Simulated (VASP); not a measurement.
# YCdC4N4 (P-43m) in VASP: notebook

Runs on YCdC4N4. Level: PBE. Tasks: relaxation of cell and atoms, single point.

All numbers are computed with VASP 6.6.1; they aren't measurements. Logs are shortened: lines on timing, memory, paths and dates and some standing lists are left out, and cuts for length are marked.

## (1) The cell of the first run

The structure is cubic, space group P-43m (No. 215). The conventional cell has a = 6.654 Å, b = 6.654 Å, c = 6.654 Å, α = 90.00°, β = 90.00°, γ = 90.00°. Y (site symmetry -43m) has 4 C at 2.41 Å within 3.2 Å. Cd (site symmetry -43m) has 4 N at 2.18 Å within 2.9 Å. C (site symmetry 3m) has 1 N at 1.17 Å within 1.6 Å. Within 1.6 Å of N (site symmetry 3m) lie 1 C at 1.17 Å.

## (2) Relaxation of cell and atoms, PBE

The input, INCAR:

```
SYSTEM = YCdC4N4
  ALGO = Normal
  EDIFF = 1E-6
  EDIFFG = -0.01
  ENCUT = 600
  GGA = PE
  IBRION = 2
  ISIF = 3
  ISMEAR = 0
  LASPH = .True.
  LCHARG = .False.
  LREAL = .False.
  LWAVE = .False.
  NELM = 80
  NSW = 100
  PREC = Accurate
  SIGMA = 0.1
```

The input, KPOINTS:

```
k-points
0
Gamma
  6 6 6
  0 0 0
```

The input, POSCAR:

```
YCdC4N4
1.0
    6.6542172187      0.0000000000      0.0000000000
    0.0000000000      6.6542172187      0.0000000000
    0.0000000000      0.0000000000      6.6542172187
Y Cd C N
1 1 4 4
Direct
    0.0000000000      0.0000000000      0.0000000000
    0.5000000000      0.5000000000      0.5000000000
    0.2091566691      0.2091566691      0.2091566691
    0.2091566691      0.7908433309      0.7908433309
    0.7908433309      0.2091566691      0.7908433309
    0.7908433309      0.7908433309      0.2091566691
    0.3108593112      0.3108593112      0.3108593112
    0.3108593112      0.6891406888      0.6891406888
    0.6891406888      0.3108593112      0.6891406888
    0.6891406888      0.6891406888      0.3108593112
```

Potentials or basis: VASP PAW PBE potentials, release 64 (Y_sv, Cd, C, N).

Launch:

```bash
> cat potpaw_PBE.64/Y_sv/POTCAR potpaw_PBE.64/Cd/POTCAR potpaw_PBE.64/C/POTCAR potpaw_PBE.64/N/POTCAR > POTCAR
> mpirun -np 1 vasp_std > vasp.out
```

OUTCAR:

```text
SYSTEM = YCdC4N4
   EDIFF = 1E-6
   EDIFFG = -0.01
   ENCUT = 600
   GGA = PE
   IBRION = 2
   ISIF = 3
   ISMEAR = 0
   LASPH = .True.
   LREAL = .False.
   NELM = 80
   NSW = 100
   PREC = Accurate

 ion  position               nearest neighbor table
   1  0.000  0.000  0.000-   3 2.41   4 2.41   5 2.41   6 2.41
   2  0.500  0.500  0.500-   7 2.18   8 2.18   9 2.18  10 2.18
   3  0.209  0.209  0.209-   7 1.17   1 2.41
   4  0.209  0.791  0.791-   8 1.17   1 2.41
   5  0.791  0.209  0.791-   9 1.17   1 2.41
   6  0.791  0.791  0.209-  10 1.17   1 2.41
   7  0.311  0.311  0.311-   3 1.17   2 2.18
   8  0.311  0.689  0.689-   4 1.17   2 2.18
   9  0.689  0.311  0.689-   5 1.17   2 2.18
  10  0.689  0.689  0.311-   6 1.17   2 2.18

  LATTYP: Found a simple cubic cell.
 ALAT       =     6.6542172187

  Lattice vectors:

 A1 = (   6.6542172187,   0.0000000000,   0.0000000000)
 A2 = (   0.0000000000,   6.6542172187,   0.0000000000)
 A3 = (   0.0000000000,   0.0000000000,   6.6542172187)

Analysis of symmetry for initial positions (statically):
=====================================================================
 Subroutine PRICEL returns:
 Original cell was already a primitive cell.

 Routine SETGRP: Setting up the symmetry group for a
 simple cubic supercell.

 Subroutine GETGRP returns: Found 24 space group operations
 (whereof 24 operations were pure point group operations)
 out of a pool of 48 trial point group operations.

The static configuration has the point symmetry T_d .

Analysis of symmetry for dynamics (positions and initial velocities):
=====================================================================
 Subroutine PRICEL returns:
 Original cell was already a primitive cell.

 Routine SETGRP: Setting up the symmetry group for a
 simple cubic supercell.

 Subroutine GETGRP returns: Found 24 space group operations
 (whereof 24 operations were pure point group operations)
 out of a pool of 48 trial point group operations.

The dynamic configuration has the point symmetry T_d .

 Subroutine INISYM returns: Found 24 space group operations
 (whereof 24 operations are pure point group operations),
 and found     1 'primitive' translations

----------------------------------------------------------------------------------------

                                     Primitive cell

[... 101 lines left out ...]
   EDIFF  = 0.1E-05   stopping-criterion for ELM
   LREAL  =      F    real-space projection
   EDIFFG = -.1E-01   stopping-criterion for IOM
   NSW    =    100    number of steps for IOM
   IBRION =      2    ionic relax: 0-MD 1-quasi-New 2-CG
   NFREE  =      1    steps in history (QN), initial steepest desc. (CG)
   ISIF   =      3    stress and relaxation
   ISYM   =      2    0-nonsym 1-usesym 2-fastsym
   POTIM  = 0.5000    time-step for ionic-motion
   TEBEG  =    0.0;   TEEND  =   0.0 temperature during run
   PSTRESS=    0.0 pullay stress
   NELECT =      59.0000    total number of electrons
   NUPDOWN=      -1.0000    fix difference up-down
   EMIN   =  10.00;   EMAX   =-10.00  energy-range for DOS
   EFERMI =   0.00;   METHOD = LEGACY
   ISMEAR =     0;   SIGMA  =   0.10  broadening in eV -4-tet -1-fermi 0-gaus
   EFERMI_NEDOS =   21; number of points for ismear=-14 and -15
   IALGO  =     38    algorithm
   IMIX   =      4    mixing-type and parameters
     AMIX     =   0.40;   BMIX     =  1.00
     AMIX_MAG =   1.60;   BMIX_MAG =  1.00
  volume/ion in A,a.u.               =      29.46       198.83
  Fermi-wavevector in a.u.,A,eV,Ry     =   0.957771  1.809925 12.480978  0.917326
  Thomas-Fermi vector in A             =   2.086819
   LORBIT       =      0    0 simple, 1 ext, 2 COOP (PROOUT), +10 PAW based schemes
   GGA     = PE    functional components
   LHFCALC =     F    Hartree Fock is set to
   AEXX    =    0.0000 exact exchange contribution
   IVDW    =     0    specifies the selected vdW correction
   LEPSILON=     F    determine dielectric tensor
   LRPA    =     F    only Hartree local field effects (RPA)
 conjugate gradient relaxation of ions
 non-spin polarized calculation
 Gauss-broadening in eV      SIGMA  =   0.10
  energy-cutoff  :      600.00
  volume of cell :      294.64
 maximum number of plane-waves:      9890
 NGX is ok and might be reduce to    54
   NGX = 27   NGY = 27   NGZ = 27

--------------------------------------- Ionic step        1  -------------------------------------------

 number of electron      59.0000006 magnetization

 Free energy of the ion-electron system (eV)
  ---------------------------------------------------
  ext. energy  EPLUGINS =         0.00000000
  ---------------------------------------------------
  free energy    TOTEN  =       -74.79918390 eV

  energy without entropy =      -74.72189437  energy(sigma->0) =      -74.76053914

------------------------ aborting loop because EDIFF is reached ----------------------------------------

  FORCE on cell =-STRESS in cart. coord.  units (eV):
  Direction    XX          YY          ZZ          XY          YZ          ZX
  --------------------------------------------------------------------------------------
  -------------------------------------------------------------------------------------
  Total        0.8151571      0.8151571      0.8151571      0.0000000      0.0000000      0.0000000
  in kB        4.4326251      4.4326251      4.4326251      0.0000000      0.0000000      0.0000000
  external PRESSURE =       4.4326251 kB  Pullay stress =       0.0000000 kB
[... 113 lines left out ...]
  FREE ENERGIE OF THE ION-ELECTRON SYSTEM (eV)
  ---------------------------------------------------
  free  energy   TOTEN  =       -74.8014425350 eV

  energy  without entropy=      -74.7241204960  energy(sigma->0) =      -74.76278152

[... ionic steps 4 to 8 ...]

--------------------------------------- Ionic step        9  -------------------------------------------

 number of electron      59.0000007 magnetization

------------------------ aborting loop because EDIFF is reached ----------------------------------------
[... 83 lines left out ...]
--------------------------------------- Ionic step       11  -------------------------------------------

 number of electron      59.0000007 magnetization

 Free energy of the ion-electron system (eV)
  ---------------------------------------------------
  ext. energy  EPLUGINS =         0.00000000
  ---------------------------------------------------
  free energy    TOTEN  =       -74.80330067 eV

  energy without entropy =      -74.72582176  energy(sigma->0) =      -74.76456122

 E-fermi :   0.3285     XC(G=0):  -6.0837

 val. band max:        0.3222671648   @ k =   0.3333   0.3333   0.0000
 cond. band min:       0.3370127740   @ k =   0.5000   0.3333   0.1667
 fundamental gap:      0.0147456092
 Fermi energy:         0.3284975972

 k-point     1 :       0.0000    0.0000    0.0000
  band No.  band energies     occupation
      1     -43.6288      2.00000
      2     -23.6845      2.00000
      3     -23.6845      2.00000
      4     -23.6845      2.00000
      5     -19.3556      2.00000
      6     -19.3073      2.00000
[... 786 lines left out ...]
  FREE ENERGIE OF THE ION-ELECTRON SYSTEM (eV)
  ---------------------------------------------------
  free  energy   TOTEN  =       -74.8033006692 eV

  energy  without entropy=      -74.7258217645  energy(sigma->0) =      -74.76456122

 reached required accuracy - stopping structural energy minimisation
```

OSZICAR:

```text
N       E                     dE             d eps       ncg     rms          rms(c)
DAV:   1     0.445181895972E+03    0.44518E+03   -0.28472E+04  1400   0.159E+03
DAV:   2    -0.350706546004E+02   -0.48025E+03   -0.47383E+03  1910   0.350E+02
DAV:   3    -0.834273344433E+02   -0.48357E+02   -0.48053E+02  1607   0.113E+02
DAV:   4    -0.856759153554E+02   -0.22486E+01   -0.22085E+01  2448   0.213E+01
[... 81 lines left out ...]
DAV:   3    -0.748032874238E+02    0.52927E-06   -0.52586E-06  1382   0.133E-02
  10 F= -.74803287E+02 E0= -.74764547E+02  d E =-.275765E-04
       N       E                     dE             d eps       ncg     rms          rms(c)
DAV:   1    -0.748033135829E+02   -0.25630E-04   -0.17738E-03  1448   0.250E-01    0.397E-02
DAV:   2    -0.748033015477E+02    0.12035E-04   -0.45111E-05  1840   0.500E-02    0.214E-02
DAV:   3    -0.748033006692E+02    0.87852E-06   -0.98510E-06  1553   0.174E-02
  11 F= -.74803301E+02 E0= -.74764561E+02  d E =-.408219E-04
```

Run time: 40 min. Hardware: 1 thread of Intel Xeon 8259CL, shared host; peak memory 0.6 GiB.

Results:

```
Free energy                           : -74.8033 eV
Relaxed volume                        : 29.65 Å³/atom
Relaxed cell                          : a = 6.668 Å, b = 6.668 Å, c = 6.668 Å, α = 90.00°, β = 90.00°, γ = 90.00°
Space group after relaxing (to 0.1 Å) : P-43m (No. 215)
Energy gained by relaxing             : 0.4 meV/atom
Ionic steps                           : 11
Pressure after relaxing               : 0.0 GPa
Band gap on the k mesh                : zero (an odd number of electrons rules out a gap without spin polarisation)
```

The path:
| step | energy change (eV) | largest force (eV/Å) | pressure (GPa) | volume (Å³) |
| --- | --- | --- | --- | --- |
| 1 | 0.0000 | 0.3670 | 0.44 | 294.64 |
| 2 | 0.2086 | 3.2485 | -2.44 | 298.13 |
| 3 | -0.0023 | 0.0931 | 0.15 | 294.96 |
| 4 | -0.0023 | 0.0821 | 0.16 | 294.95 |
| 5 | -0.0037 | 0.0411 | 0.04 | 296.10 |
| 6 | -0.0039 | 0.0175 | -0.03 | 296.80 |
| 7 | -0.0039 | 0.0178 | -0.03 | 296.84 |
| 8 | -0.0041 | 0.0340 | 0.00 | 296.66 |
| 9 | -0.0041 | 0.0452 | 0.02 | 296.54 |
| 10 | -0.0041 | 0.0252 | 0.01 | 296.51 |
| 11 | -0.0041 | 0.0013 | 0.00 | 296.47 |

Final structure:
```yaml
crystal:
  lattice:
    - [6.66798, 0.00000, 0.00000]
    - [0.00000, 6.66798, 0.00000]
    - [0.00000, 0.00000, 6.66798]
  atoms:
    - { symbol: Y, position: [0.00000, 0.00000, 0.00000] }
    - { symbol: Cd, position: [0.50000, 0.50000, 0.50000] }
    - { symbol: C, position: [0.20866, 0.20866, 0.20866] }
    - { symbol: C, position: [0.20866, 0.79134, 0.79134] }
    - { symbol: C, position: [0.79134, 0.20866, 0.79134] }
    - { symbol: C, position: [0.79134, 0.79134, 0.20866] }
    - { symbol: N, position: [0.31044, 0.31044, 0.31044] }
    - { symbol: N, position: [0.31044, 0.68956, 0.68956] }
    - { symbol: N, position: [0.68956, 0.31044, 0.68956] }
    - { symbol: N, position: [0.68956, 0.68956, 0.31044] }
```

Caveat: an odd number of electrons without spin polarisation forces a metal; a magnetic or distorted state may lie lower.

[end of part 1 of 2]
